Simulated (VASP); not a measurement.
A run of VASP 6.6.1 is set up as follows.

The input INCAR:

```
ALGO = Normal ; EDIFF = 1E-8
ENCUT = 600 ; GGA = PS
IBRION = 6 ; ISIF = 3
ISMEAR = 0 ; LASPH = T
LCHARG = F ; LREAL = F
LWAVE = F ; NBANDS = 11
NELM = 60 ; NFREE = 2
NSW = 1 ; POTIM = 0.015
PREC = Accurate ; SIGMA = 0.01
```

The input KPOINTS:

```
k-points
0
Gamma
  8 8 8
```

POSCAR

```
MgS
1.0
    0.0000000000      2.5699591636      2.5699591636
    2.5699591636      0.0000000000      2.5699591636
    2.5699591636      2.5699591636      0.0000000000
Mg S
1 1
Direct
    0.0000000000      0.0000000000      0.0000000000
    0.5000000000      0.5000000000      0.5000000000
```

Potentials or basis: VASP PAW PBE potentials, release 64 (Mg, S).

Command:

```bash
$ cat potpaw_PBE.64/Mg/POTCAR potpaw_PBE.64/S/POTCAR > POTCAR
$ mpirun -np 1 vasp_std > vasp.out
```

Q: Estimate the elastic constants C11, C12, C44.

A: 170, 42, 56 GPa.

Q: Estimate the Voigt bulk modulus.

A: 85 GPa.

Q: What does it give for the highest phonon frequency at Γ, LO-TO splitting left out?

A: 260 cm⁻¹.

Clamped-ion elastic tensor (GPa):
```
170  42  42   0   0   0
 42 170  42   0   0   0
 42  42 170   0   0   0
  0   0   0  56   0   0
  0   0   0   0  56   0
  0   0   0   0   0  56
```

Caveat: the cell is under stress, which shifts elastic constants; the PAW data sets were made with another functional, which shifts forces and pressure a little.
